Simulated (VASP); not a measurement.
Wanted: the native input for a VASP 6.6.1 run.

* Task: single point
* Functional: HSE06
* Potentials or basis: VASP PAW PBE potentials, release 64 (Li_sv, Cl)
* Cutoff: 520 eV
* k mesh: 6 × 6 × 6
* Occupations: gaussian, width 0.01 eV
* Spin: no spin polarisation
* Dipole correction: no
* Grid for exact exchange (PRECFOCK): Normal
* Further INCAR settings: ALGO = Normal; EDIFF = 1e-06; NBANDS = 12
* Share of exact exchange: 0.25
* Screening parameter: 0.2079 1/Å

Crystal: LiCl.

```
Li Cl
1.0
     0.00000    2.60485    2.60485
     2.60485    0.00000    2.60485
     2.60485    2.60485    0.00000
Li Cl
1 1
Cartesian
  0.0000 0.0000 0.0000
  2.6048 2.6048 2.6048
```

This cell differs from its parent crystal: strain +1.9%.

One way to write it, as run:

POSCAR

```
LiCl
1.0
    0.0000000000      2.6048452878      2.6048452878
    2.6048452878      0.0000000000      2.6048452878
    2.6048452878      2.6048452878      0.0000000000
Li Cl
1 1
Direct
    0.0000000000      0.0000000000      0.0000000000
    0.5000000000      0.5000000000      0.5000000000
```

INCAR.step1

```
SYSTEM = LiCl
PREC = Accurate
ENCUT = 520
EDIFF = 1E-5
ISMEAR = 0
SIGMA = 0.01
LREAL = .FALSE.
LASPH = .TRUE.
NELM = 100
ALGO = Normal
ISIF = 2
LWAVE = .TRUE.
LCHARG = .FALSE.
NBANDS = 12
GGA = PE
```

INCAR.step2

```
SYSTEM = LiCl
PREC = Accurate
ENCUT = 520
EDIFF = 1E-6
ISMEAR = 0
SIGMA = 0.01
LREAL = .FALSE.
LASPH = .TRUE.
NELM = 100
ALGO = Normal
ISIF = 2
LWAVE = .FALSE.
LCHARG = .FALSE.
GGA = PE
LHFCALC = .TRUE.
HFSCREEN = 0.2079
PRECFOCK = Normal
NBANDS = 12
ISTART = 1
```

KPOINTS

```
regular mesh
0
G
  6 6 6
  0 0 0
```

Potentials or basis: VASP PAW PBE potentials, release 64 (Li_sv, Cl).

Launch:

```sh
$ cat potpaw_PBE.64/Li_sv/POTCAR potpaw_PBE.64/Cl/POTCAR > POTCAR
$ cp INCAR.step1 INCAR
$ mpirun -np 1 vasp_std > vasp.out
$ cp INCAR.step2 INCAR
$ mpirun -np 1 vasp_std > vasp.out
```

Results of the run:

```
Band gap on the k mesh : 7.46 eV
```

Caveat: the cell differs from its parent crystal (strain +1.9%).

Run time: 4.4 min on 1 thread of Intel(R) Xeon(R) 6975P-C (Granite Rapids), with other jobs on the host, peak memory 0.26 GiB.
